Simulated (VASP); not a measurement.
W2C: single point with PBEsol

Crystal: W2C.

```
W C
1.0
     3.03023    0.00000    0.00000
    -1.51512    2.62426    0.00000
     0.00000    0.00000    4.65512
W C
2 1
Direct
  0.33333 0.66667 0.74540
  0.66667 0.33333 0.25460
  0.00000 0.00000 0.00000
```

- Program: VASP 6.6.1
- Task: single point
- Functional: PBEsol
- Potentials or basis: VASP PAW PBE potentials, release 64 (W_sv, C)
- Cutoff: 600 eV
- k mesh: 10 × 10 × 6
- Occupations: fermi-dirac, width 0.1 eV
- Spin: no spin polarisation

```json
{
  "Pressure": "1.0 GPa",
  "Largest force": "0.063 eV/Å",
  "Band gap on the k mesh": "zero (band 16 reaches 13.35 eV, above the bottom of band 17 at 10.68 eV)"
}
```

Forces in eV/Å, atoms in the order of the input:
```
W    0.000  0.000 -0.063
W    0.000  0.000  0.063
C    0.000  0.000  0.000
```

Levels at points of the mesh, in eV from the Fermi level:
```csv
k point,band 12,band 13,band 14,band 15,band 16,band 17,band 18,band 19,band 20,band 21
"(0.00, 0.00, 0.00)",-5.48,-3.96,-1.59,-1.39,-1.39,-1.03,-1.03,0.58,0.58,1.60
"(0.50, 0.00, 0.00)",-5.92,-5.64,-3.46,-1.73,1.57,2.25,2.78,3.29,3.36,3.71
"(0.00, 0.00, 0.50)",-5.81,-3.44,-2.84,-2.33,-2.33,1.12,1.12,1.72,1.72,3.39
"(0.50, 0.00, 0.50)",-5.34,-4.26,-2.62,-2.43,-0.46,0.19,2.23,2.78,3.10,3.40
```

Run time: 46 s on 1 thread of Intel(R) Xeon(R) Platinum 8488C (Sapphire Rapids) (shared host), peak memory 0.2 GiB.

Caveat: the PAW data sets were made with another functional, which shifts forces and pressure a little; spin-orbit coupling is left out, which moves the levels of the heavy elements.
